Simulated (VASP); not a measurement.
# Si (Fd-3m) in VASP: further runs

The runs below take Si through relaxation of the atoms, with PBE.

Everything below comes from runs of VASP 6.6.1. Logs are shortened: lines on timing, memory, paths and dates and some standing lists are left out, and cuts for length are marked.

### 1 The cell of the first run

It takes space group Fd-3m (No. 227, cubic). Conventional cell: a = 5.443 Å, b = 5.443 Å, c = 5.443 Å, α = 90.00°, β = 90.00°, γ = 90.00°. Within 3.1 Å of Si (site symmetry -43m) lie 4 Si at 2.36 Å.

### 2 Relaxation of the atoms, PBE

Input file INCAR:

```
PREC     = Accurate       # precision mode
ENCUT    = 520            # plane-wave cutoff, eV
EDIFF    = 1E-6           # SCF threshold, eV
ISMEAR   = 0              # smearing method
SIGMA    = 0.01           # smearing width, eV
LREAL    = False          # projectors in reciprocal space
LASPH    = True           # aspherical terms in the spheres
NELM     = 100            # most SCF steps
ALGO     = Normal         # electronic algorithm
ISIF     = 2              # what is computed and relaxed
LWAVE    = False          # write WAVECAR
LCHARG   = False          # write CHGCAR
GGA      = PE             # functional
IBRION   = 2              # ionic algorithm
NSW      = 80             # ionic steps
EDIFFG   = -5E-4          # ionic threshold
```

Input file KPOINTS:

```
regular mesh
0
Gamma
  10 10 10
```

Input file POSCAR:

```
Si
1.0
    0.0000000000      2.7214330666      2.7214330666
    2.7214330666      0.0000000000      2.7214330666
    2.7214330666      2.7214330666      0.0000000000
Si
2
Direct
    0.0000000000      0.0000000000      0.0000000000
    0.2500000000      0.2500000000      0.2500000000
```

Potentials or basis: VASP PAW PBE potentials, release 64 (Si).

Started as:

```sh
$ cat potpaw_PBE.64/Si/POTCAR > POTCAR
$ mpirun -np 1 vasp_std > vasp.out
```

OUTCAR:

```text
PREC = Accurate
   ENCUT = 520
   EDIFF = 1E-6
   ISMEAR = 0
   LREAL = False
   LASPH = True
   NELM = 100
   ISIF = 2
   GGA = PE
   IBRION = 2
   NSW = 80
   EDIFFG = -5E-4

 ion  position               nearest neighbor table
   1  0.000  0.000  0.000-   2 2.36   2 2.36   2 2.36   2 2.36
   2  0.250  0.250  0.250-   1 2.36   1 2.36   1 2.36   1 2.36

  LATTYP: Found a face centered cubic cell.
 ALAT       =     5.4428661332

  Lattice vectors:

 A1 = (   0.0000000000,   2.7214330666,   2.7214330666)
 A2 = (   2.7214330666,   0.0000000000,   2.7214330666)
 A3 = (   2.7214330666,   2.7214330666,   0.0000000000)

Analysis of symmetry for initial positions (statically):
=====================================================================
 Subroutine PRICEL returns:
 Original cell was already a primitive cell.

 Routine SETGRP: Setting up the symmetry group for a
 face centered cubic supercell.

 Subroutine GETGRP returns: Found 48 space group operations
 (whereof 24 operations were pure point group operations)
 out of a pool of 48 trial point group operations.

The static configuration has the point symmetry T_d .
 The point group associated with its full space group is O_h .

Analysis of symmetry for dynamics (positions and initial velocities):
=====================================================================
 Subroutine PRICEL returns:
 Original cell was already a primitive cell.

 Routine SETGRP: Setting up the symmetry group for a
 face centered cubic supercell.

 Subroutine GETGRP returns: Found 48 space group operations
 (whereof 24 operations were pure point group operations)
 out of a pool of 48 trial point group operations.

The dynamic configuration has the point symmetry T_d .
 The point group associated with its full space group is O_h .

 Subroutine INISYM returns: Found 48 space group operations
 (whereof 24 operations are pure point group operations),
 and found     1 'primitive' translations

----------------------------------------------------------------------------------------

                                     Primitive cell

  volume of cell :      40.3109

  direct lattice vectors                    reciprocal lattice vectors
     0.000000000  2.721433067  2.721433067    -0.183726731  0.183726731  0.183726731
     2.721433067  0.000000000  2.721433067     0.183726731 -0.183726731  0.183726731
     2.721433067  2.721433067  0.000000000     0.183726731  0.183726731 -0.183726731

  length of vectors
     3.848687552  3.848687552  3.848687552     0.318224032  0.318224032  0.318224032

  position of ions in fractional coordinates (direct lattice)
     0.000000000  0.000000000  0.000000000
     0.250000000  0.250000000  0.250000000

  ion indices of the primitive-cell ions
   primitive index   ion index
                 1           1
                 2           2

----------------------------------------------------------------------------------------

 KPOINTS: regular mesh

Automatic generation of k-mesh.
 Grid dimensions read from file:
 generate k-points for:   10   10   10

 Generating k-lattice:

  Cartesian coordinates                     Fractional coordinates (reciprocal lattice)
    -0.018372673  0.018372673  0.018372673     0.100000000  0.000000000  0.000000000
     0.018372673 -0.018372673  0.018372673     0.000000000  0.100000000  0.000000000
     0.018372673  0.018372673 -0.018372673     0.000000000  0.000000000  0.100000000

  Length of vectors
     0.031822403  0.031822403  0.031822403

  Shift w.r.t. Gamma in fractional coordinates (k-lattice)
     0.000000000  0.000000000  0.000000000

 Subroutine IBZKPT returns following result:
 ===========================================

 Found     47 irreducible k-points:

 Following reciprocal coordinates:
            Coordinates               Weight
  0.000000  0.000000  0.000000      1.000000
  0.100000  0.000000  0.000000      8.000000
  0.200000  0.000000  0.000000      8.000000
  0.300000  0.000000  0.000000      8.000000
  0.400000  0.000000  0.000000      8.000000
  0.500000  0.000000  0.000000      4.000000
[... 16 lines left out ...]
  0.300000  0.300000  0.000000      6.000000
  0.400000  0.300000  0.000000     24.000000
 [... further k-points ...]
   k-points           NKPTS =     47   k-points in BZ     NKDIM =     47   number of bands    NBANDS=      8
   number of dos      NEDOS =    301   number of ions     NIONS =      2
   total plane-waves  NPLWV =  27000
   dimension x,y,z NGX =    30 NGY =   30 NGZ =   30
   dimension x,y,z NGXF=    60 NGYF=   60 NGZF=   60
   ions per type =               2
   NGX,Y,Z   is equivalent  to a cutoff of  12.96, 12.96, 12.96 a.u.
   NGXF,Y,Z  is equivalent  to a cutoff of  25.92, 25.92, 25.92 a.u.
 SYSTEM =  unknown system
   PREC   = accura    normal or accurate (medium, high low for compatibility)
   ISTART =      0    job   : 0-new  1-cont  2-samecut
   ICHARG =      2    charge: 1-file 2-atom 10-const
   ISPIN  =      1    spin polarized calculation?
   LNONCOLLINEAR =      F non collinear calculations
   LSORBIT =      F    spin-orbit coupling
   LASPH  =      T    aspherical Exc in radial PAW
   ENCUT  =  520.0 eV  38.22 Ry    6.18 a.u.   7.16  7.16  7.16*2*pi/ulx,y,z
   NELM   =    100;   NELMIN=  2; NELMDL= -5     # of ELM steps
   EDIFF  = 0.1E-05   stopping-criterion for ELM
   LREAL  =      F    real-space projection
   EDIFFG = -.5E-03   stopping-criterion for IOM
   NSW    =     80    number of steps for IOM
   IBRION =      2    ionic relax: 0-MD 1-quasi-New 2-CG
   NFREE  =      1    steps in history (QN), initial steepest desc. (CG)
   ISIF   =      2    stress and relaxation
   ISYM   =      2    0-nonsym 1-usesym 2-fastsym
   POTIM  = 0.5000    time-step for ionic-motion
   TEBEG  =    0.0;   TEEND  =   0.0 temperature during run
   PSTRESS=    0.0 pullay stress
   NELECT =       8.0000    total number of electrons
   NUPDOWN=      -1.0000    fix difference up-down
   EMIN   =  10.00;   EMAX   =-10.00  energy-range for DOS
   EFERMI =   0.00;   METHOD = LEGACY
   ISMEAR =     0;   SIGMA  =   0.01  broadening in eV -4-tet -1-fermi 0-gaus
   EFERMI_NEDOS =   21; number of points for ismear=-14 and -15
   IALGO  =     38    algorithm
   IMIX   =      4    mixing-type and parameters
     AMIX     =   0.40;   BMIX     =  1.00
     AMIX_MAG =   1.60;   BMIX_MAG =  1.00
  volume/ion in A,a.u.               =      20.16       136.02
  Fermi-wavevector in a.u.,A,eV,Ry     =   0.954913  1.804524 12.406594  0.911859
  Thomas-Fermi vector in A             =   2.083703
   LORBIT       =      0    0 simple, 1 ext, 2 COOP (PROOUT), +10 PAW based schemes
   GGA     = PE    functional components
   LHFCALC =     F    Hartree Fock is set to
   AEXX    =    0.0000 exact exchange contribution
   IVDW    =     0    specifies the selected vdW correction
   LEPSILON=     F    determine dielectric tensor
   LRPA    =     F    only Hartree local field effects (RPA)
 conjugate gradient relaxation of ions
 non-spin polarized calculation
 Gauss-broadening in eV      SIGMA  =   0.01
  energy-cutoff  :      520.00
  volume of cell :       40.31
 maximum number of plane-waves:      1106
 NGX is ok and might be reduce to    30
   NGX = 15   NGY = 15   NGZ = 15

 number of electron       8.0000001 magnetization

 Free energy of the ion-electron system (eV)
  ---------------------------------------------------
  ext. energy  EPLUGINS =         0.00000000
  ---------------------------------------------------
  free energy    TOTEN  =       -10.84687571 eV

  energy without entropy =      -10.84687571  energy(sigma->0) =      -10.84687571

 E-fermi :   5.8033     XC(G=0):  -9.3830

 val. band max:        5.7580365151   @ k =   0.0000   0.0000   0.0000
 cond. band min:       6.3515353209   @ k =   0.4000   0.4000   0.0000
 fundamental gap:      0.5934988058
 Fermi energy:         5.8032535919

 k-point     1 :       0.0000    0.0000    0.0000
  band No.  band energies     occupation
      1      -6.1532      2.00000
      2       5.7580      2.00000
      3       5.7580      2.00000
      4       5.7580      2.00000
      5       8.3211      0.00000
      6       8.3211      0.00000
      7       8.3211      0.00000
      8       9.0545      0.00000

 k-point     2 :       0.1000    0.0000    0.0000
  band No.  band energies     occupation
      1      -6.0231      2.00000
      2       4.6150      2.00000
      3       5.5614      2.00000
      4       5.5614      2.00000
      5       8.3185      0.00000
      6       8.6111      0.00000
      7       8.6111      0.00000
      8       9.9905      0.00000

 k-point     3 :       0.2000    0.0000    0.0000
  band No.  band energies     occupation
      1      -5.6388      2.00000
      2       2.7602      2.00000
      3       5.1832      2.00000
      4       5.1832      2.00000
      5       7.9590      0.00000
      6       9.1168      0.00000
      7       9.1168      0.00000
      8      11.7573      0.00000

 k-point     4 :       0.3000    0.0000    0.0000
  band No.  band energies     occupation
      1      -5.0273      2.00000
      2       0.9832      2.00000
      3       4.8500      2.00000
      4       4.8500      2.00000
      5       7.5968      0.00000
      6       9.2900      0.00000
      7       9.2900      0.00000
      8      13.3537      0.00000

 k-point     5 :       0.4000    0.0000    0.0000
  band No.  band energies     occupation
      1      -4.2859      2.00000
      2      -0.4839      2.00000
      3       4.6386      2.00000
      4       4.6386      2.00000
      5       7.3571      0.00000
      6       9.1763      0.00000
      7       9.1763      0.00000
      8      13.5887      0.00000

 k-point     6 :       0.5000    0.0000    0.0000
  band No.  band energies     occupation
      1      -3.8390      2.00000
      2      -1.1761      2.00000
      3       4.5672      2.00000
      4       4.5672      2.00000
      5       7.2748      0.00000
      6       9.1019      0.00000
      7       9.1019      0.00000
      8      13.4787      0.00000

 k-point     7 :       0.1000    0.1000    0.0000
  band No.  band energies     occupation
      1      -5.9794      2.00000
      2       4.8155      2.00000
      3       5.1870      2.00000
      4       5.1870      2.00000
      5       7.9444      0.00000
      6       9.1055      0.00000
      7       9.1055      0.00000
      8       9.8891      0.00000
[... 133 lines left out ...]
 k-point    20 :      -0.4000    0.2000    0.0000
  band No.  band energies     occupation
      1      -3.4512      2.00000
      2      -0.9149      2.00000
      3       2.3479      2.00000
      4       4.0569      2.00000
      5       7.8172      0.00000
      6      10.3457      0.00000
      7      10.5540      0.00000
      8      13.3042      0.00000

 k-point    21 :      -0.3000    0.2000    0.0000
  band No.  band energies     occupation
      1      -4.0994      2.00000
      2       0.0641      2.00000
      3       2.3291      2.00000
      4       4.4513      2.00000
      5       8.2113      0.00000
      6      10.2822      0.00000
      7      10.3544      0.00000
      8      12.4448      0.00000

 k-point    22 :      -0.2000    0.2000    0.0000
  band No.  band energies     occupation
      1      -4.8125      2.00000
      2       1.2944      2.00000
      3       2.7812      2.00000
      4       4.9182      2.00000
      5       8.6401      0.00000
      6       9.7444      0.00000
      7      10.0559      0.00000
      8      11.4749      0.00000

 k-point    23 :       0.3000    0.3000    0.0000
  band No.  band energies     occupation
      1      -4.6129      2.00000
      2       1.3486      2.00000
      3       3.5456      2.00000
      4       3.5456      2.00000
      5       6.6299      0.00000
      6       8.1804      0.00000
      7      12.3852      0.00000
      8      12.3852      0.00000

 k-point    24 :       0.4000    0.3000    0.0000
  band No.  band energies     occupation
      1      -4.0037      2.00000
      2       0.3485      2.00000
      3       2.9243      2.00000
      4       3.3420      2.00000
      5       6.8176      0.00000
      6       8.0103      0.00000
      7      12.6826      0.00000
      8      12.8058      0.00000

 [... further k-points ...]

------------------------ aborting loop because EDIFF is reached ----------------------------------------

  FORCE on cell =-STRESS in cart. coord.  units (eV):
  Direction    XX          YY          ZZ          XY          YZ          ZX
  --------------------------------------------------------------------------------------
  -------------------------------------------------------------------------------------
  Total        0.3276374      0.3276374      0.3276374     -0.0000000      0.0000000     -0.0000000
  in kB       13.0221034     13.0221034     13.0221034     -0.0000000      0.0000000     -0.0000000
  external PRESSURE =      13.0221034 kB  Pullay stress =       0.0000000 kB

 VOLUME and BASIS-vectors are now :
 -----------------------------------------------------------------------------
  energy-cutoff  :      520.00
  volume of cell :       40.31
      direct lattice vectors                 reciprocal lattice vectors
     0.000000000  2.721433067  2.721433067    -0.183726731  0.183726731  0.183726731
     2.721433067  0.000000000  2.721433067     0.183726731 -0.183726731  0.183726731
     2.721433067  2.721433067  0.000000000     0.183726731  0.183726731 -0.183726731

 POSITION                                       TOTAL-FORCE (eV/Angst)
 -----------------------------------------------------------------------------------
      0.00000      0.00000      0.00000         0.000000      0.000000      0.000000
      1.36072      1.36072      1.36072        -0.000000     -0.000000     -0.000000
 -----------------------------------------------------------------------------------
    total drift:                               -0.000000     -0.000000     -0.000000

  FREE ENERGIE OF THE ION-ELECTRON SYSTEM (eV)
  ---------------------------------------------------
  free  energy   TOTEN  =       -10.8468757080 eV

  energy  without entropy=      -10.8468757080  energy(sigma->0) =      -10.84687571

 reached required accuracy - stopping structural energy minimisation
```

It took 7.1 s on 1 thread of Intel Xeon 6975P-C (Granite Rapids), shared host; peak memory 0.15 GiB.

What came out:

| Quantity | Value |
| --- | --- |
| Free energy | -10.8469 eV |
| Pressure after relaxing | 1.3 GPa |
| Band gap on the k mesh | 0.59 eV (least direct gap 2.56 eV) |

Final structure:
```
Si
1.0
     0.00000    2.72143    2.72143
     2.72143    0.00000    2.72143
     2.72143    2.72143    0.00000
Si
2
Cartesian
  0.0000 0.0000 0.0000
  1.3607 1.3607 1.3607
```

Caveat: the relaxation stopped at its first step, so nothing moved. A k mesh can miss the band edges.

(Continued in part 2 of 2.)
